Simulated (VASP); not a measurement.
Here is a VASP 6.6.1 calculation.

The input INCAR:

```
SYSTEM = Ti3O4
PREC = Accurate
ENCUT = 520
EDIFF = 1E-7
ISMEAR = 0
SIGMA = 0.1
LREAL = .FALSE.
LASPH = .TRUE.
NELM = 80
ALGO = Normal
ISIF = 2
LWAVE = .FALSE.
LCHARG = .FALSE.
GGA = PS
NBANDS = 39
```

Contents of KPOINTS:

```
regular mesh
0
G
  12 12 12
  0 0 0
```

Contents of POSCAR:

```
Ti3O4
1.0
   -2.0301322273      2.0301322273      4.0047952284
    2.0301322273     -2.0301322273      4.0047952284
    2.0301322273      2.0301322273     -4.0047952284
Ti O
3 4
Direct
    0.2500000000      0.7500000000      0.5000000000
    0.5000000000      0.5000000000      0.0000000000
    0.7500000000      0.2500000000      0.5000000000
    0.0000000000      0.5000000000      0.5000000000
    0.2405688952      0.2405688952      0.0000000000
    0.5000000000      0.0000000000      0.5000000000
    0.7594311048      0.7594311048      0.0000000000
```

Potentials or basis: VASP PAW PBE potentials, release 64 (Ti_sv, O).

Command:

```bash
$ cat potpaw_PBE.64/Ti_sv/POTCAR potpaw_PBE.64/O/POTCAR > POTCAR
$ mpirun -np 1 vasp_std > vasp.out
```

Estimate the band gap on the k mesh.

zero (bands 30 and 31 overlap by 3.75 eV).

Predict the largest force.

0.026 eV/Å.

Predict the pressure.

8.4 GPa.

Stress tensor (GPa, compression positive):
```
8.41 0.00 0.00
0.00 8.41 0.00
0.00 0.00 8.51
```

Caveat: the cell stands under pressure; the PAW data sets were made with another functional, which shifts forces and pressure a little; semilocal functionals often make such compounds metallic where correlation or magnetic order opens a gap, which also shifts bond lengths.
